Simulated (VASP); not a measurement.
# Ru (Cmce) in VASP: notebook

The runs below take Ru through single point, with PBE.

Program: VASP 6.6.1. These are calculated values, not measurements. Logs are shortened: lines on timing, memory, paths and dates and some standing lists are left out, and cuts for length are marked.

## 1. The cell of the first run

It takes space group Cmce (No. 64, orthorhombic). Conventional cell: a = 4.329 Å, b = 8.650 Å, c = 4.648 Å, α = 90.00°, β = 90.00°, γ = 90.00°. Ru (site symmetry 2/m) has 14 Ru at 2.55 to 3.18 Å within 3.4 Å. Ru (site symmetry m) has 12 Ru at 2.54 to 3.25 Å within 3.3 Å.

## 2. Single point, PBE

INCAR

```
SYSTEM = Ru
  PREC = Accurate
  ENCUT = 520
  EDIFF = 1E-7
  ISMEAR = 0
  SIGMA = 0.1
  LREAL = .False.
  LASPH = .True.
  NELM = 60
  ALGO = Fast
  ISIF = 2
  LWAVE = .False.
  LCHARG = .False.
  GGA = PE
  NBANDS = 51
```

KPOINTS

```
Automatic mesh
0
Gamma
  10 10 8
  0 0 0
```

POSCAR

```
Ru
1.0
    2.1645398086     -4.3251181323      0.0000000000
    2.1645398086      4.3251181323      0.0000000000
    0.0000000000      0.0000000000      4.6476501815
Ru
6
Direct
    0.0000000000      0.0000000000      0.0000000000
    0.5000000000      0.5000000000      0.5000000000
    0.8160910936      0.1839089064      0.5714180740
    0.6839089064      0.3160910936      0.0714180740
    0.1839089064      0.8160910936      0.4285819260
    0.3160910936      0.6839089064      0.9285819260
```

Potentials or basis: VASP PAW PBE potentials, release 64 (Ru_pv).

On the command line:

```sh
$ cat potpaw_PBE.64/Ru_pv/POTCAR > POTCAR
$ mpirun -np 1 vasp_std > vasp.out
```

OUTCAR:

```text
SYSTEM = Ru
   PREC = Accurate
   ENCUT = 520
   EDIFF = 1E-7
   ISMEAR = 0
   LREAL = .False.
   LASPH = .True.
   NELM = 60
   ISIF = 2
   GGA = PE

 ion  position               nearest neighbor table
   1  0.000  0.000  0.000-   3 2.55   5 2.55   4 2.71   6 2.71   4 2.71   6 2.71   4 2.75   6 2.75
                             3 3.10   5 3.10   2 3.18   2 3.18   2 3.18   2 3.18
   2  0.500  0.500  0.500-   4 2.55   6 2.55   5 2.71   3 2.71   5 2.71   3 2.71   5 2.75   3 2.75
                             4 3.10   6 3.10   1 3.18   1 3.18   1 3.18   1 3.18
   3  0.816  0.184  0.571-   5 2.54   5 2.54   1 2.55   4 2.59   4 2.59   2 2.71   2 2.71   6 2.73
                             6 2.73   2 2.75   1 3.10   5 3.25
   4  0.684  0.316  0.071-   6 2.54   6 2.54   2 2.55   3 2.59   3 2.59   1 2.71   1 2.71   5 2.73
                             5 2.73   1 2.75   2 3.10   6 3.25
   5  0.184  0.816  0.429-   3 2.54   3 2.54   1 2.55   6 2.59   6 2.59   2 2.71   2 2.71   4 2.73
                             4 2.73   2 2.75   1 3.10   3 3.25
   6  0.316  0.684  0.929-   4 2.54   4 2.54   2 2.55   5 2.59   5 2.59   1 2.71   1 2.71   3 2.73
                             3 2.73   1 2.75   2 3.10   4 3.25

  LATTYP: Found a base centered orthorhombic cell.
 ALAT       =     4.3290796172
 B/A-ratio  =     1.9981698258
 C/A-ratio  =     1.0735885205

  Lattice vectors:

 A1 = (   2.1645398086,  -4.3251181323,   0.0000000000)
 A2 = (   2.1645398086,   4.3251181323,   0.0000000000)
 A3 = (   0.0000000000,   0.0000000000,   4.6476501815)

Analysis of symmetry for initial positions (statically):
=====================================================================
 Subroutine PRICEL returns:
 Original cell was already a primitive cell.

 Routine SETGRP: Setting up the symmetry group for a
 base centered orthorhombic supercell.

 Subroutine GETGRP returns: Found  8 space group operations
 (whereof  4 operations were pure point group operations)
 out of a pool of  8 trial point group operations.

The static configuration has the point symmetry C_2h.
 The point group associated with its full space group is D_2h.

Analysis of symmetry for dynamics (positions and initial velocities):
=====================================================================
 Subroutine PRICEL returns:
 Original cell was already a primitive cell.

 Routine SETGRP: Setting up the symmetry group for a
 base centered orthorhombic supercell.

 Subroutine GETGRP returns: Found  8 space group operations
 (whereof  4 operations were pure point group operations)
 out of a pool of  8 trial point group operations.

The dynamic configuration has the point symmetry C_2h.
[... 108 lines left out ...]
   EDIFF  = 0.1E-06   stopping-criterion for ELM
   LREAL  =      F    real-space projection
   EDIFFG = 0.1E-05   stopping-criterion for IOM
   NSW    =      0    number of steps for IOM
   IBRION =     -1    ionic relax: 0-MD 1-quasi-New 2-CG
   NFREE  =      0    steps in history (QN), initial steepest desc. (CG)
   ISIF   =      2    stress and relaxation
   ISYM   =      2    0-nonsym 1-usesym 2-fastsym
   POTIM  = 0.5000    time-step for ionic-motion
   TEBEG  =    0.0;   TEEND  =   0.0 temperature during run
   PSTRESS=    0.0 pullay stress
   NELECT =      84.0000    total number of electrons
   NUPDOWN=      -1.0000    fix difference up-down
   EMIN   =  10.00;   EMAX   =-10.00  energy-range for DOS
   EFERMI =   0.00;   METHOD = LEGACY
   ISMEAR =     0;   SIGMA  =   0.10  broadening in eV -4-tet -1-fermi 0-gaus
   EFERMI_NEDOS =   21; number of points for ismear=-14 and -15
   IALGO  =     68    algorithm
   IMIX   =      4    mixing-type and parameters
     AMIX     =   0.40;   BMIX     =  1.00
     AMIX_MAG =   1.60;   BMIX_MAG =  1.00
  volume/ion in A,a.u.               =      14.50        97.88
  Fermi-wavevector in a.u.,A,eV,Ry     =   1.617927  3.057439 35.615806  2.617688
  Thomas-Fermi vector in A             =   2.712273
   LORBIT       =      0    0 simple, 1 ext, 2 COOP (PROOUT), +10 PAW based schemes
   GGA     = PE    functional components
   LHFCALC =     F    Hartree Fock is set to
   AEXX    =    0.0000 exact exchange contribution
   IVDW    =     0    specifies the selected vdW correction
   LEPSILON=     F    determine dielectric tensor
   LRPA    =     F    only Hartree local field effects (RPA)
 non-spin polarized calculation
 RMM-DIIS sequential band-by-band and
 Gauss-broadening in eV      SIGMA  =   0.10
  energy-cutoff  :      520.00
  volume of cell :       87.02
 maximum number of plane-waves:      2370
   NGX = 17   NGY = 17   NGZ = 17

 number of electron      84.0000001 magnetization

 Free energy of the ion-electron system (eV)
  ---------------------------------------------------
  ext. energy  EPLUGINS =         0.00000000
  ---------------------------------------------------
  free energy    TOTEN  =       -52.80246957 eV

  energy without entropy =      -52.75767585  energy(sigma->0) =      -52.78007271

 E-fermi :  11.7644     XC(G=0): -13.6571

 val. band max:       11.7639467952   @ k =  -0.4000   0.1000   0.1250
 cond. band min:      11.7644288562   @ k =   0.0000   0.0000   0.0000
 fundamental gap:      0.0004820610
 Fermi energy:        11.7643514676

 k-point     1 :       0.0000    0.0000    0.0000
  band No.  band energies     occupation
      1     -31.7978      2.00000
      2     -31.7485      2.00000
      3     -31.4735      2.00000
      4     -31.4349      2.00000
      5     -31.3839      2.00000
      6     -31.3366      2.00000
[... 1285 lines left out ...]
     50      13.3167      0.00000
     51      13.3687      0.00000

 [... further k-points ...]
[... 5 lines left out ...]
  --------------------------------------------------------------------------------------
  -------------------------------------------------------------------------------------
  Total       -0.0172405     -0.0343872     -0.0158092      0.0000000     -0.0000000      0.0000000
  in kB       -0.3174187     -0.6331125     -0.2910678      0.0000000     -0.0000000      0.0000000
  external PRESSURE =      -0.4138663 kB  Pullay stress =       0.0000000 kB

 VOLUME and BASIS-vectors are now :
 -----------------------------------------------------------------------------
  energy-cutoff  :      520.00
  volume of cell :       87.02
      direct lattice vectors                 reciprocal lattice vectors
     2.164539809 -4.325118132  0.000000000     0.230995983 -0.115603779  0.000000000
     2.164539809  4.325118132  0.000000000     0.230995983  0.115603779  0.000000000
     0.000000000  0.000000000  4.647650182     0.000000000  0.000000000  0.215162493

 POSITION                                       TOTAL-FORCE (eV/Angst)
 -----------------------------------------------------------------------------------
      0.00000      0.00000      0.00000         0.000000     -0.000000      0.000000
      2.16454      0.00000      2.32383        -0.000000      0.000000      0.000000
      2.16454     -2.73426      2.65575         0.000000     -0.007074     -0.002767
      2.16454     -1.59086      0.33193         0.000000      0.007074     -0.002767
      2.16454      2.73426      1.99190         0.000000      0.007074      0.002767
      2.16454      1.59086      4.31572         0.000000     -0.007074      0.002767
 -----------------------------------------------------------------------------------
    total drift:                               -0.000000      0.000000      0.000000

  FREE ENERGIE OF THE ION-ELECTRON SYSTEM (eV)
  ---------------------------------------------------
  free  energy   TOTEN  =       -52.8024695656 eV

  energy  without entropy=      -52.7576758453  energy(sigma->0) =      -52.78007271
```

stdout:

```text
POSCAR found type information on POSCAR Ru
 POSCAR found :  1 types and       6 ions
 scaLAPACK will be used
 LDA part: xc-table for (Slater+PW92), standard interpolation
 POSCAR, INCAR and KPOINTS ok, starting setup
 FFT: planning ... GRIDC
 FFT: planning ... GRID_SOFT
 FFT: planning ... GRID
 WAVECAR not read
 entering main loop
```

Wall time 17 min (1 thread of AMD EPYC 7R43 (Zen 3), shared host); peak memory 0.5 GiB.

What came out:

| Quantity | Value |
| --- | --- |
| Free energy | -52.8025 eV |
| Pressure | 0.0 GPa |
| Largest force | 0.008 eV/Å |
| Band gap on the k mesh | zero (band 42 reaches 12.11 eV, above the bottom of band 43 at 11.36 eV) |

Forces on the atoms (eV/Å):
```
Ru   0.000  0.000  0.000
Ru   0.000  0.000  0.000
Ru   0.000 -0.007 -0.003
Ru   0.000  0.007 -0.003
Ru   0.000  0.007  0.003
Ru   0.000 -0.007  0.003
```

Levels at points of the mesh, in eV from the Fermi level:
| k point | band 38 | band 39 | band 40 | band 41 | band 42 | band 43 | band 44 | band 45 | band 46 | band 47 |
| --- | --- | --- | --- | --- | --- | --- | --- | --- | --- | --- |
| (0.00, 0.00, 0.00) | -1.37 | -1.18 | -0.92 | -0.46 | -0.45 | -0.33 | 0.00 | 0.20 | 0.93 | 1.27 |
| (0.50, 0.00, 0.00) | -1.34 | -1.13 | -1.13 | 0.12 | 0.12 | 0.24 | 0.24 | 0.59 | 0.59 | 1.25 |
| (0.50, 0.50, 0.00) | -1.34 | -0.57 | -0.40 | -0.30 | -0.17 | 0.18 | 0.79 | 0.97 | 1.11 | 1.25 |
| (0.00, 0.00, 0.50) | -1.71 | -1.23 | -1.23 | -0.55 | -0.55 | -0.40 | -0.40 | 0.53 | 0.53 | 1.47 |
| (0.50, 0.00, 0.50) | -1.12 | -0.82 | -0.82 | 0.34 | 0.34 | 0.62 | 0.62 | 1.25 | 1.25 | 1.53 |
| (0.50, 0.50, 0.50) | -1.28 | -0.98 | -0.98 | 0.16 | 0.16 | 0.41 | 0.41 | 0.88 | 0.88 | 1.63 |

## 3. Single point, PBE

This run uses another cell than the first one, of the same volume but with other edges.

INCAR

```
SYSTEM = Ru
PREC = Accurate ; ENCUT = 520
EDIFF = 1E-7 ; ISMEAR = 0
SIGMA = 0.1 ; LREAL = .False.
LASPH = .True. ; NELM = 100
ALGO = Fast ; ISIF = 2
LWAVE = .False. ; LCHARG = .False.
GGA = PE ; NBANDS = 51
```

KPOINTS

```
regular mesh
0
Gamma
  4 4 4
  0 0 0
```

POSCAR

```
Ru
1.0
    4.8504029566      0.0000000000      0.1397017537
    0.0000000000      4.6268343729      0.0000000000
   -2.0375281813      0.0000000000      3.8141728579
Ru
6
Direct
    0.0000000000      0.0000000000      0.0000000000
    0.0000000000      0.5000000000      0.5000000000
    0.3664177413      0.4300870447      0.1832152219
    0.6335822587      0.9300870447      0.3167847781
    0.6335822587      0.5699129553      0.8167847781
    0.3664177413      0.0699129553      0.6832152219
```

Potentials or basis: VASP PAW PBE potentials, release 64 (Ru_pv).

On the command line:

```sh
$ cat potpaw_PBE.64/Ru_pv/POTCAR > POTCAR
$ mpirun -np 1 vasp_std > vasp.out
```

Run time: 93 s. Hardware: 1 thread of AMD EPYC 9R45 (Zen 5), shared host; peak memory 0.21 GiB.

It converged, with:

```
Free energy            : -52.8224 eV
Pressure               : 0.0 GPa
Largest force          : 0.012 eV/Å
Band gap on the k mesh : zero (band 42 reaches 12.12 eV, above the bottom of band 43 at 11.40 eV)
```

Forces in eV/Å, atoms in the order of the input:
```
Ru   0.000  0.000  0.000
Ru   0.000  0.000  0.000
Ru  -0.011  0.000 -0.006
Ru   0.011  0.000  0.006
Ru   0.011  0.000  0.006
Ru  -0.011  0.000 -0.006
```

Levels at points of the mesh, in eV from the Fermi level:
```csv
k point,band 39,band 40,band 41,band 42,band 43,band 44,band 45,band 46
"(0.00, 0.00, 0.00)",-1.10,-0.88,-0.44,-0.44,-0.30,0.03,0.22,0.90
"(0.50, 0.00, 0.00)",-0.60,-0.36,-0.29,-0.12,0.20,0.78,0.97,1.09
"(0.00, 0.50, 0.00)",-1.18,-1.18,-0.56,-0.56,-0.38,-0.38,0.55,0.55
"(0.50, 0.50, 0.00)",-1.02,-1.02,0.18,0.18,0.41,0.41,0.85,0.85
"(0.00, 0.00, 0.50)",-1.12,-1.12,0.13,0.13,0.26,0.26,0.59,0.59
"(0.50, 0.00, 0.50)",-1.12,-1.12,0.13,0.13,0.26,0.26,0.59,0.59
"(0.00, 0.50, 0.50)",-0.81,-0.81,0.34,0.34,0.63,0.63,1.20,1.20
"(0.50, 0.50, 0.50)",-0.81,-0.81,0.34,0.34,0.63,0.63,1.20,1.20
```

Caveat: the k points lie up to 0.41 Å⁻¹ apart.
